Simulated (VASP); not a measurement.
Runs of VASP 6.6.1 on Fe3Co. The structure is that of space group P4/mmm (No. 123), or close to it. The cells are those of the table. 

```csv
cell,gap on the mesh (eV),pressure (GPa),moment (μB)
"a = 3.848, b = 3.848, c = 2.756 Å, 4 atoms",none,7.2,8.25
"a = 4.043, b = 4.043, c = 2.894 Å, 4 atoms",none,-21.5,9.15
"a = 3.913, b = 3.913, c = 2.802 Å, 4 atoms",none,(a),(b)
"a = 4.109, b = 4.109, c = 2.756 Å, 4 atoms",none,-18.9,9.08
"a = 3.978, b = 3.978, c = 2.894 Å, 4 atoms",none,-16.7,8.98
```

Alike in all rows: task single point; level LDA; potentials or basis VASP PAW LDA potentials, release 64 (Fe, Co); spin collinear, ferromagnetic start; k mesh 10 × 10 × 14; cutoff (eV) 520; smearing gaussian 0.15 eV.

Q: Fill in the values left out.

A: (a) -4.7; (b) 8.62.

Caveats: the cell stands under tension (at least some runs); the cell stands under pressure (at least some runs); the stress differs along the axes, from -21 to -15 GPa (at least some runs).

A gap of «none» marks levels without a gap at the run's occupations.
